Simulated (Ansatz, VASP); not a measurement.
Two plane-wave programs on BAs

```
CELL_PARAMETERS angstrom
0.00000 2.38012 2.38012
2.38012 0.00000 2.38012
2.38012 2.38012 0.00000
ATOMIC_POSITIONS crystal
B 0.00000 0.00000 0.00000
As 0.25000 0.25000 0.25000
```

Alike in both runs: task single point; functional PBE; k mesh 10 × 10 × 10; occupations gaussian, width 0.02 eV; no spin polarisation.

```csv
,VASP,Ansatz
version,VASP 6.6.1,Ansatz 0.2.0
potentials or method,"VASP PAW PBE potentials, release 64 (B, As), cutoff 520 eV","scalar-relativistic, plane waves, PAW"
valence electrons in the cell,8,18
```

VASP gave:

| Property | Result |
| --- | --- |
| gap on the k mesh at the Fermi level (eV) | 1.16 |
| least direct gap on the mesh (eV) | 3.29 |
| pressure (GPa) | 5.0 |

Q: Estimate Ansatz's values.

A: gap on the k mesh at the Fermi level (eV): 1.17; least direct gap on the mesh (eV): 3.29; pressure (GPa): 4.3.

VASP's potentials hold 8 valence electrons a cell and Ansatz's 18, so a difference there can come from the potentials and not from the codes.
